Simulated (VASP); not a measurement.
# InSb (Pmmn) in VASP: single point with PBEsol

Aim: the single point of InSb with PBEsol.

Everything below comes from runs of VASP 6.6.1. Logs are shortened: lines on timing, memory, paths and dates and some standing lists are left out, and cuts for length are marked.

**1. The cell of the first run**

Symmetry: Pmmn, No. 59, orthorhombic system. The conventional cell has a = 5.688 Å, b = 5.756 Å, c = 3.253 Å, α = 90.00°, β = 90.00°, γ = 90.00°. Within 4.1 Å of In (site symmetry mm2) lie 8 Sb at 3.02 to 3.71 Å and 6 In at 3.25 to 4.05 Å. Within 4.0 Å of Sb (site symmetry mm2) lie 8 In at 3.02 to 3.71 Å and 2 Sb at 3.25 Å.

**2. Single point, PBEsol**

Input file POSCAR:

```
InSb
1.0
    5.6883721335      0.0000000000      0.0000000000
    0.0000000000      5.7561137936      0.0000000000
    0.0000000000      0.0000000000      3.2530451747
In Sb
2 2
Direct
    0.0000000000      0.0000000000      0.0224993589
    0.5000000000      0.5000000000     -0.0224993589
    0.5000000000      0.0000000000      0.6973635282
    0.0000000000      0.5000000000      0.3026364718
```

Input file INCAR.step1:

```
SYSTEM = InSb
PREC = Accurate
ENCUT = 520
EDIFF = 1E-6
ISMEAR = 0
SIGMA = 0.05
LREAL = .False.
LASPH = .True.
NELM = 60
ALGO = Fast
ISIF = 2
LWAVE = .False.
LCHARG = .True.
GGA = PS
NBANDS = 26
```

Input file KPOINTS.step1:

```
Automatic mesh
0
Gamma
  6 6 10
  0 0 0
```

Input file INCAR.step2:

```
SYSTEM = InSb
PREC = Accurate
ENCUT = 520
EDIFF = 1E-6
ISMEAR = -5
SIGMA = 0.05
LREAL = .False.
LASPH = .True.
NELM = 60
ALGO = Fast
ISIF = 2
LWAVE = .False.
LCHARG = .False.
GGA = PS
LORBIT = 10
NEDOS = 2001
ICHARG = 11
```

Input file KPOINTS.step2:

```
Automatic mesh
0
Gamma
  9 9 15
  0 0 0
```

Potentials or basis: VASP PAW PBE potentials, release 64 (In_d, Sb).

Started as:

```sh
$ cat potpaw_PBE.64/In_d/POTCAR potpaw_PBE.64/Sb/POTCAR > POTCAR
$ cp INCAR.step1 INCAR
$ cp KPOINTS.step1 KPOINTS
$ mpirun -np 1 vasp_std > vasp.out
$ cp INCAR.step2 INCAR
$ cp KPOINTS.step2 KPOINTS
$ mpirun -np 1 vasp_std > vasp.out
```

OUTCAR:

```text
SYSTEM = InSb
   PREC = Accurate
   ENCUT = 520
   EDIFF = 1E-6
   ISMEAR = -5
   LREAL = .False.
   LASPH = .True.
   NELM = 60
   ISIF = 2
   GGA = PS
   LORBIT = 10
   ICHARG = 11

 ion  position               nearest neighbor table
   1  0.000  0.000  0.022-   4 3.02   4 3.02   3 3.03   3 3.03   3 3.59   3 3.59   4 3.71   4 3.71

   2  0.500  0.500  0.978-   3 3.02   3 3.02   4 3.03   4 3.03   4 3.59   4 3.59   3 3.71   3 3.71

   3  0.500  0.000  0.697-   2 3.02   2 3.02   1 3.03   1 3.03   1 3.59   1 3.59   2 3.71   2 3.71

   4  0.000  0.500  0.303-   1 3.02   1 3.02   2 3.03   2 3.03   2 3.59   2 3.59   1 3.71   1 3.71

  LATTYP: Found a simple orthorhombic cell.
 ALAT       =     3.2530451747
 B/A-ratio  =     1.7486299230
 C/A-ratio  =     1.7694539991

  Lattice vectors:

 A1 = (   0.0000000000,   0.0000000000,   3.2530451747)
 A2 = (   5.6883721335,   0.0000000000,   0.0000000000)
 A3 = (   0.0000000000,   5.7561137936,   0.0000000000)

Analysis of symmetry for initial positions (statically):
=====================================================================
 Subroutine PRICEL returns:
 Original cell was already a primitive cell.

 Routine SETGRP: Setting up the symmetry group for a
 simple orthorhombic supercell.

 Subroutine GETGRP returns: Found  8 space group operations
 (whereof  4 operations were pure point group operations)
 out of a pool of  8 trial point group operations.

The static configuration has the point symmetry C_2v.
 The point group associated with its full space group is D_2h.

Analysis of symmetry for dynamics (positions and initial velocities):
=====================================================================
 Subroutine PRICEL returns:
 Original cell was already a primitive cell.

 Routine SETGRP: Setting up the symmetry group for a
 simple orthorhombic supercell.

 Subroutine GETGRP returns: Found  8 space group operations
 (whereof  4 operations were pure point group operations)
 out of a pool of  8 trial point group operations.

The dynamic configuration has the point symmetry C_2v.
 The point group associated with its full space group is D_2h.

 Subroutine INISYM returns: Found  8 space group operations
 (whereof  4 operations are pure point group operations),
 and found     1 'primitive' translations

----------------------------------------------------------------------------------------

                                     Primitive cell

  volume of cell :     106.5142

  direct lattice vectors                    reciprocal lattice vectors
[... 103 lines left out ...]
   PSTRESS=    0.0 pullay stress
   NELECT =      36.0000    total number of electrons
   NUPDOWN=      -1.0000    fix difference up-down
   EMIN   =  10.00;   EMAX   =-10.00  energy-range for DOS
   EFERMI =   0.00;   METHOD = LEGACY
   ISMEAR =    -5;   SIGMA  =   0.05  broadening in eV -4-tet -1-fermi 0-gaus
   EFERMI_NEDOS =   21; number of points for ismear=-14 and -15
   IALGO  =     68    algorithm
   IMIX   =      4    mixing-type and parameters
     AMIX     =   0.40;   BMIX     =  1.00
     AMIX_MAG =   1.60;   BMIX_MAG =  1.00
  volume/ion in A,a.u.               =      26.63       179.70
  Fermi-wavevector in a.u.,A,eV,Ry     =   1.140354  2.154957 17.693127  1.300408
  Thomas-Fermi vector in A             =   2.277057
   LORBIT       =     10    0 simple, 1 ext, 2 COOP (PROOUT), +10 PAW based schemes
   GGA     = PS    functional components
   LHFCALC =     F    Hartree Fock is set to
   AEXX    =    0.0000 exact exchange contribution
   IVDW    =     0    specifies the selected vdW correction
   LEPSILON=     F    determine dielectric tensor
   LRPA    =     F    only Hartree local field effects (RPA)
 non-spin polarized calculation
 RMM-DIIS sequential band-by-band and
 Fermi weights with tetrahedron method with Bloechl corrections
  energy-cutoff  :      520.00
  volume of cell :      106.51
 maximum number of plane-waves:      2895

 number of electron      35.9999985 magnetization

 Free energy of the ion-electron system (eV)
  ---------------------------------------------------
  ext. energy  EPLUGINS =         0.00000000
  ---------------------------------------------------
  free energy    TOTEN  =       -15.11319622 eV

  energy without entropy =      -15.11319622  energy(sigma->0) =      -15.11319622

 E-fermi :   7.6704     XC(G=0): -10.2989

 val. band max:        7.7149020988   @ k =   0.3333   0.4444   0.2000
 cond. band min:       7.5568746090   @ k =   0.4444   0.1111   0.4000
 fundamental gap:     -0.1580274898
 Fermi energy:         7.6703672431

 k-point     1 :       0.0000    0.0000    0.0000
  band No.  band energies     occupation
      1      -7.0298      2.00000
      2      -6.9869      2.00000
      3      -6.9688      2.00000
      4      -6.8181      2.00000
      5      -6.7871      2.00000
      6      -6.7181      2.00000
[... 589 lines left out ...]
     21      11.3078      0.00000
     22      11.4853      0.00000

 [... further k-points ...]

------------------------ aborting loop because EDIFF is reached ----------------------------------------

  FORCE on cell =-STRESS in cart. coord.  units (eV):
  Direction    XX          YY          ZZ          XY          YZ          ZX
  --------------------------------------------------------------------------------------
  -------------------------------------------------------------------------------------
  Total       -0.1366915     -0.0679440     -0.6979829      0.0000000      0.0000000      0.0000000
  in kB       -2.0561021     -1.0220082    -10.4989992      0.0000000      0.0000000      0.0000000
  external PRESSURE =      -4.5257031 kB  Pullay stress =       0.0000000 kB

 VOLUME and BASIS-vectors are now :
 -----------------------------------------------------------------------------
  energy-cutoff  :      520.00
  volume of cell :      106.51
      direct lattice vectors                 reciprocal lattice vectors
     5.688372133  0.000000000  0.000000000     0.175797219  0.000000000  0.000000000
     0.000000000  5.756113794  0.000000000     0.000000000  0.173728324  0.000000000
     0.000000000  0.000000000  3.253045175     0.000000000  0.000000000  0.307404277

 POSITION                                       TOTAL-FORCE (eV/Angst)
 -----------------------------------------------------------------------------------
      0.00000      0.00000      0.07319         0.000000      0.000000      0.006162
      2.84419      2.87806      3.17985         0.000000      0.000000     -0.006162
      2.84419      0.00000      2.26856         0.000000      0.000000      0.028751
      0.00000      2.87806      0.98449         0.000000      0.000000     -0.028751
 -----------------------------------------------------------------------------------
    total drift:                                0.000000     -0.000000     -0.000000

  FREE ENERGIE OF THE ION-ELECTRON SYSTEM (eV)
  ---------------------------------------------------
  free  energy   TOTEN  =       -15.1131962224 eV

  energy  without entropy=      -15.1131962224  energy(sigma->0) =      -15.11319622

 total charge

# of ion       s       p       d       tot
------------------------------------------
    1        0.956   0.537   9.864  11.357
    2        0.956   0.537   9.864  11.357
    3        1.205   1.164   0.031   2.400
    4        1.205   1.164   0.031   2.400
--------------------------------------------------
tot          4.322   3.403  19.790  27.515
```

OSZICAR.step1:

```text
N       E                     dE             d eps       ncg     rms          rms(c)
DAV:   1     0.288597499226E+03    0.28860E+03   -0.15697E+04  4992   0.151E+03
DAV:   2     0.956535716988E+01   -0.27903E+03   -0.27249E+03  5204   0.371E+02
DAV:   3    -0.143009514199E+02   -0.23866E+02   -0.23408E+02  6234   0.122E+02
DAV:   4    -0.151982641954E+02   -0.89731E+00   -0.89264E+00  5942   0.245E+01
DAV:   5    -0.152495928892E+02   -0.51329E-01   -0.51323E-01  7656   0.540E+00    0.460E+00
RMM:   6    -0.151404109015E+02    0.10918E+00   -0.20487E-01  5782   0.460E+00    0.256E+00
RMM:   7    -0.151235496448E+02    0.16861E-01   -0.78086E-02  5743   0.200E+00    0.534E-01
RMM:   8    -0.151217235440E+02    0.18261E-02   -0.11876E-02  6332   0.138E+00    0.108E-01
RMM:   9    -0.151220147910E+02   -0.29125E-03   -0.35669E-03  7530   0.437E-01    0.914E-02
RMM:  10    -0.151220770598E+02   -0.62269E-04   -0.91512E-04  7524   0.333E-01    0.648E-02
RMM:  11    -0.151221142632E+02   -0.37203E-04   -0.41588E-04  8042   0.133E-01    0.277E-02
RMM:  12    -0.151221133051E+02    0.95807E-06   -0.47239E-05  6331   0.690E-02    0.275E-02
RMM:  13    -0.151221141385E+02   -0.83340E-06   -0.30600E-05  7365   0.408E-02    0.339E-03
RMM:  14    -0.151221143143E+02   -0.17583E-06   -0.91846E-06  5644   0.298E-02
   1 F= -.15122114E+02 E0= -.15121233E+02  d E =-.176213E-02
```

Wall time 9.3 min (1 thread of Oxide Virtual Turin-like, shared host); peak memory 0.49 GiB.

What came out:

```yaml
Valence_electrons_inside_the_program's_atomic_spheres: In 11.36; Sb 2.40
```

Caveat: the PAW data sets were made with another functional, which shifts forces and pressure a little; spin-orbit coupling is left out, which moves the levels of the heavy elements.
